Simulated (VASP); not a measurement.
TmP2, 3 atoms in the cell. The structure is hexagonal, space group P6/mmm (No. 191). Conventional cell: a = 3.605 Å, b = 3.605 Å, c = 7.227 Å, α = 90.00°, β = 90.00°, γ = 120.00°. Within 3.7 Å of Tm (site symmetry 6/mmm) lie 2 P at 2.64 Å and 6 Tm at 3.60 Å. P (site symmetry 6mm) has 1 P at 1.95 Å and 1 Tm at 2.64 Å within 2.7 Å. 

```yaml
Program: VASP 6.6.1
Task: single point
Functional: PBE
Potentials_or_basis: VASP PAW PBE potentials, release 64 (Tm_3, P), 4f in core
Cutoff: 400 eV
k_mesh: 18 × 18 × 6
Occupations: gaussian, width 0.1 eV
Spin: no spin polarisation
Dipole_correction: no
k_mesh_for_the_DOS: 27 × 27 × 9
Mended: yes
Occupations_for_the_DOS: tetrahedron
Further_INCAR_settings: ALGO = Normal; EDIFF = 1e-06
```

Potentials or basis: VASP PAW PBE potentials, release 64 (Tm_3, P), 4f in core.

The run is started by

```console
$ cat potpaw_PBE.64/Tm_3/POTCAR potpaw_PBE.64/P/POTCAR > POTCAR
$ cp INCAR.step1 INCAR
$ cp KPOINTS.step1 KPOINTS
$ mpirun -np 1 vasp_std > vasp.out
$ cp INCAR.step2 INCAR
$ cp KPOINTS.step2 KPOINTS
$ mpirun -np 1 vasp_std > vasp.out
```

Hardware: 1 thread of Intel(R) Xeon(R) Platinum 8488C (Sapphire Rapids) (shared host).

**Question.** Estimate the wall time of this run.

**Answer.** It took 2.9 min on 1 thread of Intel(R) Xeon(R) Platinum 8488C (Sapphire Rapids) (shared host), peak memory 0.39 GiB. Counts: k points 375.
